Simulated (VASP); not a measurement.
# SiC (P6_3mc) in VASP: a series of runs, part 2 of 2

VASP 6.6.1. The steps go on from the part before.

## (4) Single point, r2SCAN

This run uses another cell than the first one, of 10.43 Å³/atom, 1.018 times its volume.

Input file POSCAR:

```
SiC
1.0
    3.0842858122      0.0000000000      0.0000000000
   -1.5421429061      2.6710698659      0.0000000000
    0.0000000000      0.0000000000      5.0636923258
Si C
2 2
Direct
    0.3333333333      0.6666666667      0.0045952142
    0.6666666667      0.3333333333      0.5045952142
    0.3333333333      0.6666666667      0.3804047858
    0.6666666667      0.3333333333      0.8804047858
```

Input file INCAR.step1:

```
PREC = Accurate
ENCUT = 520
ISMEAR = 0
SIGMA = 0.01
LREAL = False
LASPH = True
NELM = 80
NBANDS = 16
GGA = PE
ALGO = Normal
EDIFF = 1E-4
LWAVE = True
LCHARG = False
```

Input file INCAR.step2:

```
PREC = Accurate
ENCUT = 520
EDIFF = 1E-6
ISMEAR = 0
SIGMA = 0.01
LREAL = False
LASPH = True
NELM = 80
ALGO = Normal
ISIF = 2
LWAVE = False
LCHARG = False
METAGGA = R2SCAN
LMIXTAU = True
NBANDS = 16
ISTART = 1
```

Input file KPOINTS:

```
Automatic mesh
0
Gamma
  8 8 6
```

Potentials or basis: VASP PAW PBE potentials, release 64 (Si, C).

The run is started by

```console
$ cat potpaw_PBE.64/Si/POTCAR potpaw_PBE.64/C/POTCAR > POTCAR
$ cp INCAR.step1 INCAR
$ mpirun -np 1 vasp_std > vasp.out
$ cp INCAR.step2 INCAR
$ mpirun -np 1 vasp_std > vasp.out
```

OUTCAR:

```text
PREC = Accurate
   ENCUT = 520
   EDIFF = 1E-6
   ISMEAR = 0
   LREAL = False
   LASPH = True
   NELM = 80
   ISIF = 2
   METAGGA = R2SCAN
   ISTART = 1

 ion  position               nearest neighbor table
   1  0.333  0.667  0.005-   4 1.89   4 1.89   4 1.89   3 1.90   2 3.10   2 3.10   2 3.10   2 3.10
                             2 3.10   2 3.10
   2  0.667  0.333  0.505-   3 1.89   3 1.89   3 1.89   4 1.90   1 3.10   1 3.10   1 3.10   1 3.10
                             1 3.10   1 3.10
   3  0.333  0.667  0.380-   2 1.89   2 1.89   2 1.89   1 1.90
[... 656 lines left out ...]
 [... further k-points ...]
[... 5 lines left out ...]
  --------------------------------------------------------------------------------------
  -------------------------------------------------------------------------------------
  Total       -0.5596983     -0.5596983     -0.5679208     -0.0000000      0.0000000      0.0000000
  in kB      -21.4959882    -21.4959882    -21.8117826     -0.0000000      0.0000000      0.0000000
  external PRESSURE =     -21.6012530 kB  Pullay stress =       0.0000000 kB

 VOLUME and BASIS-vectors are now :
 -----------------------------------------------------------------------------
  energy-cutoff  :      520.00
  volume of cell :       41.72
      direct lattice vectors                 reciprocal lattice vectors
     3.084285812  0.000000000  0.000000000     0.324224168  0.187190910  0.000000000
    -1.542142906  2.671069866  0.000000000     0.000000000  0.374381821  0.000000000
     0.000000000  0.000000000  5.063692326     0.000000000  0.000000000  0.197484352

 POSITION                                       TOTAL-FORCE (eV/Angst)
 -----------------------------------------------------------------------------------
     -0.00000      1.78071      0.02327         0.000000     -0.000000     -0.000408
      1.54214      0.89036      2.55511        -0.000000      0.000000     -0.000408
     -0.00000      1.78071      1.92625         0.000000     -0.000000      0.000408
      1.54214      0.89036      4.45810        -0.000000     -0.000000      0.000408
 -----------------------------------------------------------------------------------
    total drift:                               -0.000000     -0.000000     -0.000034

  FREE ENERGIE OF THE ION-ELECTRON SYSTEM (eV)
  ---------------------------------------------------
  free  energy   TOTEN  =       -38.6343214626 eV

  energy  without entropy=      -38.6343214626  energy(sigma->0) =      -38.63432146
```

OUTCAR.step1:

```text
PREC = Accurate
   ENCUT = 520
   ISMEAR = 0
   LREAL = False
   LASPH = True
[... 689 lines left out ...]
     -0.00000      1.78071      0.02327         0.000000     -0.000000      0.001508
      1.54214      0.89036      2.55511        -0.000000      0.000000      0.001508
     -0.00000      1.78071      1.92625        -0.000000      0.000000     -0.001508
      1.54214      0.89036      4.45810         0.000000     -0.000000     -0.001508
 -----------------------------------------------------------------------------------
    total drift:                               -0.000000     -0.000000      0.000235

  FREE ENERGIE OF THE ION-ELECTRON SYSTEM (eV)
  ---------------------------------------------------
  free  energy   TOTEN  =       -30.1076758815 eV

  energy  without entropy=      -30.1076758815  energy(sigma->0) =      -30.10767588
```

OSZICAR.step1:

```text
N       E                     dE             d eps       ncg     rms          rms(c)
DAV:   1     0.260672535313E+02    0.26067E+02   -0.71533E+03  1280   0.897E+02
DAV:   2    -0.312049459501E+02   -0.57272E+02   -0.52142E+02  1856   0.156E+02
DAV:   3    -0.337686209666E+02   -0.25637E+01   -0.25556E+01  1656   0.307E+01
DAV:   4    -0.337870894918E+02   -0.18469E-01   -0.18466E-01  1576   0.324E+00
DAV:   5    -0.337872711975E+02   -0.18171E-03   -0.18170E-03  1624   0.302E-01    0.124E+01
DAV:   6    -0.301882973297E+02    0.35990E+01   -0.64843E+00  1616   0.156E+01    0.556E+00
DAV:   7    -0.301255456528E+02    0.62752E-01   -0.11335E+00  1800   0.613E+00    0.247E+00
DAV:   8    -0.301090169788E+02    0.16529E-01   -0.48008E-02  1448   0.140E+00    0.625E-01
DAV:   9    -0.301073307186E+02    0.16863E-02   -0.78912E-03  1632   0.599E-01    0.124E-01
DAV:  10    -0.301076496090E+02   -0.31889E-03   -0.10542E-03  1592   0.188E-01    0.578E-02
DAV:  11    -0.301076758815E+02   -0.26273E-04   -0.87178E-05  1104   0.703E-02
   1 F= -.30107676E+02 E0= -.30107676E+02  d E =-.779137E-45
```

Wall time 42 s (1 thread of Intel Xeon Platinum 8559C (Emerald Rapids), shared host); peak memory 0.17 GiB.

What came out:

```
Free energy            : -38.6343 eV
Pressure               : -2.2 GPa
Band gap on the k mesh : 2.93 eV, indirect (least direct gap 4.46 eV)
```

Levels at points of the mesh, in eV from the valence-band top:
| k point | band 5 | band 6 | band 7 | band 8 | band 9 | band 10 | band 11 | band 12 |
| --- | --- | --- | --- | --- | --- | --- | --- | --- |
| (0.00, 0.00, 0.00) | -1.38 | -0.11 | 0.00 | 0.00 | 5.30 | 6.67 | 7.13 | 7.13 |
| (0.50, 0.00, 0.00) | -5.59 | -3.46 | -3.34 | -1.25 | 3.21 | 4.65 | 7.39 | 7.61 |
| (0.00, 0.00, 0.50) | -0.75 | -0.75 | -0.75 | -0.75 | 6.42 | 6.42 | 7.84 | 7.84 |
| (0.50, 0.00, 0.50) | -2.55 | -2.55 | -2.43 | -2.43 | 3.70 | 3.70 | 5.75 | 5.75 |

Caveat: the PAW data sets were made with another functional, which shifts forces and pressure a little.

## (5) Single point, r2SCAN

This run uses another cell than the first one, of 10.34 Å³/atom, 1.009 times its volume.

Input file POSCAR:

```
SiC
1.0
    3.0753362635      0.0000000000      0.0000000000
   -1.5376681317      2.6633193293      0.0000000000
    0.0000000000      0.0000000000      5.0482167624
Si C
2 2
Direct
    0.3333333333      0.6666666667      0.0045985930
    0.6666666667      0.3333333333      0.5045985930
    0.3333333333      0.6666666667      0.3804014070
    0.6666666667      0.3333333333      0.8804014070
```

Input file INCAR.step1:

```
SYSTEM = SiC
PREC     = Accurate       ! precision mode
ENCUT    = 520            ! plane-wave cutoff, eV
ISMEAR   = -1             ! smearing method
SIGMA    = 0.05           ! smearing width, eV
LREAL    = .FALSE.        ! projectors in reciprocal space
LASPH    = .TRUE.         ! aspherical terms in the spheres
NELM     = 100            ! most SCF steps
NBANDS   = 16             ! bands
GGA      = PE             ! functional
ALGO     = Normal         ! electronic algorithm
EDIFF    = 1E-4           ! SCF threshold, eV
LWAVE    = .TRUE.         ! write WAVECAR
LCHARG   = .FALSE.        ! write CHGCAR
```

Input file INCAR.step2:

```
SYSTEM = SiC
PREC     = Accurate       ! precision mode
ENCUT    = 520            ! plane-wave cutoff, eV
EDIFF    = 1E-6           ! SCF threshold, eV
ISMEAR   = -1             ! smearing method
SIGMA    = 0.05           ! smearing width, eV
LREAL    = .FALSE.        ! projectors in reciprocal space
LASPH    = .TRUE.         ! aspherical terms in the spheres
NELM     = 100            ! most SCF steps
ALGO     = Normal         ! electronic algorithm
ISIF     = 2              ! what is computed and relaxed
LWAVE    = .FALSE.        ! write WAVECAR
LCHARG   = .FALSE.        ! write CHGCAR
METAGGA  = R2SCAN         ! meta-GGA
LMIXTAU  = .TRUE.       
NBANDS   = 16             ! bands
ISTART   = 1
```

Input file KPOINTS:

```
regular mesh
0
G
  12 12 6
  0 0 0
```

The run is started by

```console
$ cat potpaw_PBE.64/Si/POTCAR potpaw_PBE.64/C/POTCAR > POTCAR
$ cp INCAR.step1 INCAR
$ mpirun -np 1 vasp_std > vasp.out
$ cp INCAR.step2 INCAR
$ mpirun -np 1 vasp_std > vasp.out
```

It took 74 s on 1 thread of Intel Xeon Platinum 8559C (Emerald Rapids), shared host; peak memory 0.18 GiB.

The run converged. Its results:

```yaml
Free_energy: -38.6379 eV
Pressure: -0.2 GPa
Band_gap_on_the_k_mesh: 2.66 eV, indirect (least direct gap 4.48 eV)
```

Levels at points of the mesh, in eV from the valence-band top:
```
           k point  band 5  band 6  band 7  band 8  band 9  band 10  band 11  band 12
(0.00, 0.00, 0.00)   -1.39   -0.11    0.00    0.00    5.38     6.78     7.19     7.19
(0.50, 0.00, 0.00)   -5.62   -3.48   -3.36   -1.26    3.23     4.66     7.47     7.65
(0.00, 0.00, 0.50)   -0.75   -0.75   -0.75   -0.75    6.50     6.50     7.89     7.89
(0.50, 0.00, 0.50)   -2.56   -2.56   -2.44   -2.44    3.72     3.72     5.79     5.79
```

Caveat: the PAW data sets were made with another functional, which shifts forces and pressure a little.

## (6) Relaxation of cell and atoms, r2SCAN, target pressure -2 GPa, at which the enthalpy is minimised

This run uses another cell than the first one, of 10.34 Å³/atom, 1.009 times its volume.

POSCAR is that of step 5.

Input file INCAR.step1:

```
SYSTEM = SiC
PREC = Accurate
ENCUT = 600
ISMEAR = 0
SIGMA = 0.01
LREAL = .FALSE.
LASPH = .TRUE.
NELM = 60
GGA = PE
ALGO = Normal
EDIFF = 1E-4
LWAVE = .TRUE.
LCHARG = .FALSE.
```

Input file INCAR.step2:

```
SYSTEM = SiC
PREC = Accurate
ENCUT = 600
EDIFF = 1E-6
ISMEAR = 0
SIGMA = 0.01
LREAL = .FALSE.
LASPH = .TRUE.
NELM = 60
ALGO = Normal
ISIF = 3
LWAVE = .FALSE.
LCHARG = .FALSE.
METAGGA = R2SCAN
LMIXTAU = .TRUE.
IBRION = 2
NSW = 100
EDIFFG = -0.002
PSTRESS = -20.0
ISTART = 1
```

Input file KPOINTS:

```
regular mesh
0
G
  8 8 6
  0 0 0
```

Potentials or basis: VASP PAW PBE potentials, release 64 (Si, C).

The run is started by

```console
$ cat potpaw_PBE.64/Si/POTCAR potpaw_PBE.64/C/POTCAR > POTCAR
$ cp INCAR.step1 INCAR
$ mpirun -np 1 vasp_std > vasp.out
$ cp INCAR.step2 INCAR
$ mpirun -np 1 vasp_std > vasp.out
```

It took 2.1 min on 1 thread of Intel Xeon Platinum 8559C (Emerald Rapids), shared host; peak memory 0.18 GiB.

It converged, with:

| Property | Result |
| --- | --- |
| Free energy | -38.6386 eV |
| Relaxed volume | 10.41 Å³/atom |
| Relaxed cell | a = 3.083 Å, b = 3.083 Å, c = 5.061 Å, α = 90.00°, β = 90.00°, γ = 120.00° |
| Space group after relaxing (to 0.05 Å) | P6_3mc (No. 186) |
| Energy change on relaxing (the enthalpy is what falls) | +0.6 meV/atom |
| Ionic steps | 3 |
| Pressure after relaxing | -2.0 GPa |
| Band gap on the k mesh | 2.93 eV, indirect (least direct gap 4.47 eV) |

The path:
```
step  energy change (eV)  largest force (eV/Å)  pressure (GPa)  volume (Å³)
   1              0.0000                0.0010           -0.36        41.35
   2              0.0082                0.0016           -3.71        41.99
   3              0.0023                0.0013           -2.00        41.66
```

Final structure:
```
Si C
1.0
     3.08293    0.00000    0.00000
    -1.54147    2.66990    0.00000
     0.00000    0.00000    5.06072
Si C
2 2
Direct
  0.33333 0.66667 0.00459
  0.66667 0.33333 0.50459
  0.33333 0.66667 0.38041
  0.66667 0.33333 0.88041
```

Levels at points of the mesh, in eV from the valence-band top:
| k point | band 4 | band 5 | band 6 | band 7 | band 8 | band 9 | band 10 | band 11 | band 12 |
| --- | --- | --- | --- | --- | --- | --- | --- | --- | --- |
| (0.00, 0.00, 0.00) | -1.38 | -1.38 | -0.11 | 0.00 | 0.00 | 5.31 | 6.69 | 7.14 | 7.14 |
| (0.50, 0.00, 0.00) | -6.53 | -5.59 | -3.46 | -3.34 | -1.25 | 3.21 | 4.66 | 7.41 | 7.62 |
| (0.00, 0.00, 0.50) | -4.61 | -0.75 | -0.75 | -0.75 | -0.75 | 6.43 | 6.43 | 7.85 | 7.85 |
| (0.50, 0.00, 0.50) | -8.51 | -2.55 | -2.55 | -2.43 | -2.43 | 3.71 | 3.71 | 5.76 | 5.76 |

Caveat: the cell is relaxed towards a set pressure, so the enthalpy falls and the energy may rise; the PAW data sets were made with another functional, which shifts forces and pressure a little.

## (7) Summary

```tsv
task	cell	k mesh	cutoff (eV)	smearing	gap on the mesh (eV)	pressure (GPa)
single point	a = 3.067, b = 3.067, c = 5.033 Å, angles 90.0, 90.0, 120.0°, 4 atoms	8 × 8 × 6	520	gaussian 0.01 eV	2.91	1.8
single point	a = 3.075, b = 3.075, c = 5.048 Å, angles 90.0, 90.0, 120.0°, 4 atoms	8 × 8 × 6	520	gaussian 0.01 eV	2.92	-0.2
single point	a = 3.084, b = 3.084, c = 5.064 Å, angles 90.0, 90.0, 120.0°, 4 atoms	8 × 8 × 6	520	gaussian 0.01 eV	2.93	-2.2
single point	a = 3.075, b = 3.075, c = 5.048 Å, angles 90.0, 90.0, 120.0°, 4 atoms	12 × 12 × 6	520	fermi-dirac 0.05 eV	2.66	-0.2
relaxation of cell and atoms	relaxed to -2 GPa from a = 3.075, b = 3.075, c = 5.048 Å, angles 90.0, 90.0, 120.0°, 4 atoms	8 × 8 × 6	600	gaussian 0.01 eV	2.93	-2.0
```

Alike in all rows: level r2SCAN; potentials or basis VASP PAW PBE potentials, release 64 (Si, C); no spin polarisation.

Caveats: the PAW data sets were made with another functional, which shifts forces and pressure a little; the cell is relaxed towards a set pressure, so the enthalpy falls and the energy may rise (some runs).

Absolute energies hang on the potentials; compare differences alone.
